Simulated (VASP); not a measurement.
# B5As2 in VASP: a series of runs

The runs below take B5As2 through single point, with PBE.

Everything below comes from runs of VASP 6.6.1. Logs are shortened: lines on timing, memory, paths and dates and some standing lists are left out, and cuts for length are marked.

## (1) The cell of the first run

The typed cell holds 7 atoms: a = 3.149 Å, b = 3.330 Å, c = 8.436 Å, α = 93.09°, β = 90.00°, γ = 118.22°.

## (2) Single point, PBE

File INCAR:

```
SYSTEM = B5As2
ALGO = Normal
EDIFF = 1E-7
ENCUT = 520
GGA = PE
ISIF = 2
ISMEAR = 0
LASPH = .TRUE.
LCHARG = .TRUE.
LELF = .TRUE.
LREAL = .FALSE.
LVHAR = .TRUE.
LWAVE = .FALSE.
NBANDS = 22
NELM = 80
PREC = Accurate
SIGMA = 0.2
```

File KPOINTS:

```
k-points
0
G
  6 6 4
  0 0 0
```

File POSCAR:

```
B5As2
1.0
    3.1492282855      0.0001158823     -0.0000217452
   -1.5747587559      2.9330450467     -0.0843997306
   -0.0005494159     -0.2734912990      8.4317746553
B As
5 2
Direct
    0.0000944106      0.0000138467      0.9999936115
    0.7303602859      0.4607346253      0.9444107173
    0.2695642418      0.5392666908      0.0556006037
   -0.0053578369     -0.0106896797      0.3991671324
    1.0053460489      1.0106817538      0.6008290841
    0.6898052538      0.3795480982      0.6977246010
    0.3101875958      0.6204446651      0.3022742499
```

Potentials or basis: VASP PAW PBE potentials, release 64 (B, As).

Run with:

```bash
$ cat potpaw_PBE.64/B/POTCAR potpaw_PBE.64/As/POTCAR > POTCAR
$ mpirun -np 1 vasp_std > vasp.out
```

OUTCAR:

```text
SYSTEM = B5As2
   EDIFF = 1E-7
   ENCUT = 520
   GGA = PE
   ISIF = 2
   ISMEAR = 0
   LASPH = .TRUE.
   LREAL = .FALSE.
   NELM = 80
   PREC = Accurate

 ion  position               nearest neighbor table
   1  0.000  0.000  1.000-   3 1.62   2 1.62   3 2.15   2 2.15   2 2.15   3 2.15
   2  0.730  0.461  0.944-   1 1.62   3 1.84   3 1.84   6 2.08   1 2.15   1 2.15
   3  0.270  0.539  0.056-   1 1.62   2 1.84   2 1.84   7 2.08   1 2.15   1 2.15
   4  0.995  0.989  0.399-   5 1.70   7 2.05   7 2.05   7 2.07
   5  0.005  0.011  0.601-   4 1.70   6 2.05   6 2.05   6 2.07
   6  0.690  0.380  0.698-   5 2.05   5 2.05   5 2.07   2 2.08
   7  0.310  0.620  0.302-   4 2.05   4 2.05   4 2.07   3 2.08

  LATTYP: Found a triclinic cell.
 ALAT       =     3.3300922391
 B/A-ratio  =     0.9456880055
 C/A-ratio  =     2.5333259127
 COS(alpha) =     0.0000732201
 COS(beta)  =     0.0539231411
 COS(gamma) =     0.4728331620

  Lattice vectors:

 A1 = (   1.5744695296,   2.9331609290,  -0.0844214758)
 A2 = (   3.1492282855,   0.0001158823,  -0.0000217452)
 A3 = (   0.0005494159,   0.2734912990,  -8.4317746553)

Analysis of symmetry for initial positions (statically):
=====================================================================
 Subroutine PRICEL returns:
 Original cell was already a primitive cell.

 Routine SETGRP: Setting up the symmetry group for a
 triclinic supercell.

 Subroutine GETGRP returns: Found  1 space group operations
 (whereof  1 operations were pure point group operations)
 out of a pool of  2 trial point group operations.

The static configuration has the point symmetry C_1 .

Analysis of symmetry for dynamics (positions and initial velocities):
=====================================================================
 Subroutine PRICEL returns:
 Original cell was already a primitive cell.

 Routine SETGRP: Setting up the symmetry group for a
 triclinic supercell.

 Subroutine GETGRP returns: Found  1 space group operations
 (whereof  1 operations were pure point group operations)
 out of a pool of  2 trial point group operations.

The dynamic configuration has the point symmetry C_1 .

 Subroutine INISYM returns: Found  1 space group operations
 (whereof  1 operations are pure point group operations),
 and found     1 'primitive' translations

----------------------------------------------------------------------------------------

                                     Primitive cell

  volume of cell :      77.8117

  direct lattice vectors                    reciprocal lattice vectors
     3.149228286  0.000115882 -0.000021745     0.317531870  0.170643471  0.005555647
    -1.574758756  2.933045047 -0.084399731    -0.000012481  0.341254409  0.011068857
    -0.000549416 -0.273491299  8.431774655     0.000000694  0.003416302  0.118709805

  length of vectors
     3.149228288  3.330126379  8.436208961     0.360522604  0.341433876  0.118758954

  position of ions in fractional coordinates (direct lattice)
     0.000094411  0.000013847  0.999993612
     0.730360286  0.460734625  0.944410717
     0.269564242  0.539266691  0.055600604
     0.994642163  0.989310320  0.399167132
     0.005346049  0.010681754  0.600829084
     0.689805254  0.379548098  0.697724601
     0.310187596  0.620444665  0.302274250

  ion indices of the primitive-cell ions
   primitive index   ion index
                 1           1
                 2           2
                 3           3
                 4           4
                 5           5
                 6           6
                 7           7

----------------------------------------------------------------------------------------

 KPOINTS: k-points

Automatic generation of k-mesh.
 Grid dimensions read from file:
 generate k-points for:    6    6    4

 Generating k-lattice:

  Cartesian coordinates                     Fractional coordinates (reciprocal lattice)
     0.052921978  0.028440579  0.000925941     0.166666667  0.000000000  0.000000000
    -0.000002080  0.056875735  0.001844809     0.000000000  0.166666667  0.000000000
     0.000000173  0.000854076  0.029677451    -0.000000000  0.000000000  0.250000000

  Length of vectors
     0.060087101  0.056905646  0.029689738

  Shift w.r.t. Gamma in fractional coordinates (k-lattice)
     0.000000000  0.000000000  0.000000000

 -----------------------------------------------------------------------------
|                                                                             |
|           W    W    AA    RRRRR   N    N  II  N    N   GGGG   !!!           |
|           W    W   A  A   R    R  NN   N  II  NN   N  G    G  !!!           |
|           W    W  A    A  R    R  N N  N  II  N N  N  G       !!!           |
|           W WW W  AAAAAA  RRRRR   N  N N  II  N  N N  G  GGG   !            |
|           WW  WW  A    A  R   R   N   NN  II  N   NN  G    G                |
|           W    W  A    A  R    R  N    N  II  N    N   GGGG   !!!           |
|                                                                             |
|     Your reciprocal lattice and k-lattice belong to different lattice       |
|     classes:                                                                |
|                                                                             |
|        The reciprocal lattice is base-centered monoclinic,                  |
|        whereas your k-lattice is triclinic.                                 |
|                                                                             |
|     Results are often still useful ...                                      |
|                                                                             |
 -----------------------------------------------------------------------------

 Subroutine IBZKPT returns following result:
 ===========================================

 Found     76 irreducible k-points:

 Following reciprocal coordinates:
            Coordinates               Weight
  0.000000  0.000000  0.000000      1.000000
  0.166667  0.000000 -0.000000      2.000000
  0.166667 -0.166667  0.000000      2.000000
  0.333333  0.000000 -0.000000      2.000000
  0.333333 -0.333333  0.000000      2.000000
  0.500000  0.000000 -0.000000      1.000000
[... 16 lines left out ...]
  0.166667 -0.166667 -0.250000      2.000000
  0.333333  0.000000  0.250000      2.000000
 [... further k-points ...]
   k-points           NKPTS =     76   k-points in BZ     NKDIM =     76   number of bands    NBANDS=     22
   number of dos      NEDOS =    301   number of ions     NIONS =      7
   total plane-waves  NPLWV =  43008
   dimension x,y,z NGX =    24 NGY =   28 NGZ =   64
   dimension x,y,z NGXF=    48 NGYF=   56 NGZF=  128
   ions per type =               5   2
   NGX,Y,Z   is equivalent  to a cutoff of  12.67, 13.98, 12.61 a.u.
   NGXF,Y,Z  is equivalent  to a cutoff of  25.34, 27.96, 25.22 a.u.
 SYSTEM =  B5As2
   PREC   = accura    normal or accurate (medium, high low for compatibility)
   ISTART =      0    job   : 0-new  1-cont  2-samecut
   ICHARG =      2    charge: 1-file 2-atom 10-const
   ISPIN  =      1    spin polarized calculation?
   LNONCOLLINEAR =      F non collinear calculations
   LSORBIT =      F    spin-orbit coupling
   LASPH  =      T    aspherical Exc in radial PAW
   ENCUT  =  520.0 eV  38.22 Ry    6.18 a.u.   5.86  6.19 15.69*2*pi/ulx,y,z
   NELM   =     80;   NELMIN=  2; NELMDL= -5     # of ELM steps
   EDIFF  = 0.1E-06   stopping-criterion for ELM
   LREAL  =      F    real-space projection
   EDIFFG = 0.1E-05   stopping-criterion for IOM
   NSW    =      0    number of steps for IOM
   IBRION =     -1    ionic relax: 0-MD 1-quasi-New 2-CG
   NFREE  =      0    steps in history (QN), initial steepest desc. (CG)
   ISIF   =      2    stress and relaxation
   ISYM   =      2    0-nonsym 1-usesym 2-fastsym
   POTIM  = 0.5000    time-step for ionic-motion
   TEBEG  =    0.0;   TEEND  =   0.0 temperature during run
   PSTRESS=    0.0 pullay stress
   NELECT =      25.0000    total number of electrons
   NUPDOWN=      -1.0000    fix difference up-down
   EMIN   =  10.00;   EMAX   =-10.00  energy-range for DOS
   EFERMI =   0.00;   METHOD = LEGACY
   ISMEAR =     0;   SIGMA  =   0.20  broadening in eV -4-tet -1-fermi 0-gaus
   EFERMI_NEDOS =   21; number of points for ismear=-14 and -15
   IALGO  =     38    algorithm
   IMIX   =      4    mixing-type and parameters
     AMIX     =   0.40;   BMIX     =  1.00
     AMIX_MAG =   1.60;   BMIX_MAG =  1.00
  volume/ion in A,a.u.               =      11.12        75.01
  Fermi-wavevector in a.u.,A,eV,Ry     =   1.121261  2.118875 17.105588  1.257225
  Thomas-Fermi vector in A             =   2.257913
   LORBIT       =      0    0 simple, 1 ext, 2 COOP (PROOUT), +10 PAW based schemes
   GGA     = PE    functional components
   LHFCALC =     F    Hartree Fock is set to
   AEXX    =    0.0000 exact exchange contribution
   IVDW    =     0    specifies the selected vdW correction
   LEPSILON=     F    determine dielectric tensor
   LRPA    =     F    only Hartree local field effects (RPA)
 non-spin polarized calculation
 Gauss-broadening in eV      SIGMA  =   0.20
  energy-cutoff  :      520.00
  volume of cell :       77.81
 maximum number of plane-waves:      2108
   NGX = 11   NGY = 13   NGZ = 31

 number of electron      25.0000000 magnetization

 Free energy of the ion-electron system (eV)
  ---------------------------------------------------
  ext. energy  EPLUGINS =         0.00000000
  ---------------------------------------------------
  free energy    TOTEN  =       -40.76646291 eV

  energy without entropy =      -40.74323311  energy(sigma->0) =      -40.75484801

 E-fermi :   5.4641     XC(G=0): -10.8711

 val. band max:        5.4277733705   @ k =   0.0000  -0.3333   0.2500
 cond. band min:       5.4683619201   @ k =  -0.0000   0.3333   0.2500
 fundamental gap:      0.0405885496
 Fermi energy:         5.4641320149

 k-point     1 :       0.0000    0.0000    0.0000
  band No.  band energies     occupation
      1      -9.3227      2.00000
      2      -8.1287      2.00000
      3      -7.1792      2.00000
      4      -1.3635      2.00000
      5      -1.0339      2.00000
      6       1.6507      2.00000
[... 14 lines left out ...]
     21      11.7211      0.00000
     22      11.9048      0.00000
[... 552 lines left out ...]
  band No.  band energies     occupation
      1      -7.4519      2.00000
      2      -6.8425      2.00000
      3      -5.1539      2.00000
      4      -2.1338      2.00000
      5      -0.9084      2.00000
      6      -0.4174      2.00000
[... 14 lines left out ...]
     21      13.3311      0.00000
     22      14.1818      0.00000

 [... further k-points ...]
[... 5 lines left out ...]
  --------------------------------------------------------------------------------------
  -------------------------------------------------------------------------------------
  Total        0.2252867      0.2874167      0.2257097      0.0008733      0.0259164      0.0041623
  in kB        4.6387539      5.9180373      4.6474639      0.0179821      0.5336297      0.0857039
  external PRESSURE =       5.0680851 kB  Pullay stress =       0.0000000 kB

 VOLUME and BASIS-vectors are now :
 -----------------------------------------------------------------------------
  energy-cutoff  :      520.00
  volume of cell :       77.81
      direct lattice vectors                 reciprocal lattice vectors
     3.149228286  0.000115882 -0.000021745     0.317531870  0.170643471  0.005555647
    -1.574758756  2.933045047 -0.084399731    -0.000012481  0.341254409  0.011068857
    -0.000549416 -0.273491299  8.431774655     0.000000694  0.003416302  0.118709805

 POSITION                                       TOTAL-FORCE (eV/Angst)
 -----------------------------------------------------------------------------------
     -0.00027     -0.27345      8.43172        -0.000719     -0.000136      0.000192
      1.57401      1.09315      7.92416        -0.001902     -0.012828      0.029278
     -0.00033      1.56652      0.42329         0.002773      0.012881     -0.030189
      1.57421      2.79264      3.28217        -0.000161      0.006121      0.049079
     -0.00032     -0.13299      5.06515         0.000332     -0.006097     -0.048788
      1.57427      0.92249      5.85101        -0.000484      0.005150      0.010893
     -0.00037      1.73716      2.49634         0.000161     -0.005090     -0.010466
 -----------------------------------------------------------------------------------
    total drift:                                0.000001      0.000000      0.000000

  FREE ENERGIE OF THE ION-ELECTRON SYSTEM (eV)
  ---------------------------------------------------
  free  energy   TOTEN  =       -40.7664629127 eV

  energy  without entropy=      -40.7432331075  energy(sigma->0) =      -40.75484801
```

Run time: 68 s. Hardware: 1 thread of Intel Xeon Platinum 8559C (Emerald Rapids), shared host; peak memory 0.25 GiB.

What came out:

```yaml
Free_energy: -40.7665 eV
Pressure: 0.5 GPa
Largest_force: 0.049 eV/Å
```

Forces on the atoms (eV/Å):
```
B   -0.001  0.000  0.000
B   -0.002 -0.013  0.029
B    0.003  0.013 -0.030
B    0.000  0.006  0.049
B    0.000 -0.006 -0.049
As   0.000  0.005  0.011
As   0.000 -0.005 -0.010
```

Stress tensor (GPa, compression positive):
```
0.46 0.00 0.01
0.00 0.59 0.05
0.01 0.05 0.46
```

Caveat: the k points lie up to 0.38 Å⁻¹ apart.

## (3) Single point, PBE

File INCAR:

```
PREC = Accurate
ENCUT = 520
EDIFF = 1E-7
ISMEAR = 0
SIGMA = 0.2
LREAL = F
LASPH = T
NELM = 80
ALGO = Normal
ISIF = 2
LWAVE = F
LCHARG = T
GGA = PE
LELF = T
LVHAR = T
NBANDS = 22
```

File KPOINTS:

```
Automatic mesh
0
Gamma
  8 8 4
```

File POSCAR:

```
B5As2
1.0
    0.0000000000     -3.1523368447      0.0000000000
   -2.9351158239      1.5761684223      0.0020564111
    0.5219738931      0.0000000000     -8.4115967340
B As
5 2
Direct
    1.0000000000      1.0000000000      0.5000000000
    0.2698508525      0.5397017051      0.5556928911
    0.7301491475      0.4602982949      0.4443071089
    0.0050582810      0.0101165620      0.1009411532
    0.9949417190      0.9898834380      0.8990588468
    0.3100028225      0.6200056451      0.8028078095
    0.6899971775      0.3799943549      0.1971921905
```

Potentials or basis: VASP PAW PBE potentials, release 64 (B, As).

Run with:

```bash
$ cat potpaw_PBE.64/B/POTCAR potpaw_PBE.64/As/POTCAR > POTCAR
$ mpirun -np 1 vasp_std > vasp.out
```

Wall time 66 s (1 thread of Intel Xeon Platinum 8559C (Emerald Rapids), shared host); peak memory 0.26 GiB.

It converged, with:

```
Free energy   : -40.7534 eV
Pressure      : 0.5 GPa
Largest force : 0.063 eV/Å
```

Forces in eV/Å, atoms in the order of the input:
```
B    0.000  0.000  0.000
B   -0.019  0.000  0.061
B    0.019  0.000 -0.061
B   -0.005  0.000  0.042
B    0.005  0.000 -0.042
As  -0.018  0.000 -0.014
As   0.018  0.000  0.014
```

Stress tensor (GPa, compression positive):
```
0.34 0.00 0.01
0.00 0.62 0.00
0.01 0.00 0.59
```

Levels at points of the mesh, in eV from the Fermi level:
| k point | band 9 | band 10 | band 11 | band 12 | band 13 | band 14 | band 15 | band 16 | band 17 | band 18 |
| --- | --- | --- | --- | --- | --- | --- | --- | --- | --- | --- |
| (0.00, 0.00, 0.00) | -0.23 | 0.10 | 0.21 | 1.69 | 2.22 | 2.57 | 3.55 | 4.11 | 4.22 | 4.85 |
| (0.50, 0.00, 0.00) | -3.62 | -2.83 | -2.64 | -2.01 | -0.65 | 0.12 | 2.68 | 3.51 | 5.21 | 5.38 |
| (0.00, 0.50, 0.00) | -3.50 | -2.75 | -1.83 | -1.38 | -0.60 | 2.82 | 4.46 | 4.67 | 5.26 | 5.96 |
| (0.00, 0.00, 0.50) | -0.92 | 0.28 | 0.47 | 1.36 | 2.62 | 3.10 | 3.24 | 3.97 | 4.62 | 5.39 |
| (0.50, 0.00, 0.50) | -4.01 | -3.14 | -1.83 | -1.39 | -1.02 | 1.34 | 2.63 | 2.93 | 4.11 | 5.29 |
| (0.00, 0.50, 0.50) | -3.76 | -2.03 | -1.56 | -0.49 | -0.33 | 2.86 | 3.07 | 3.93 | 5.34 | 5.73 |

(Part 1 of 2 ends here.)
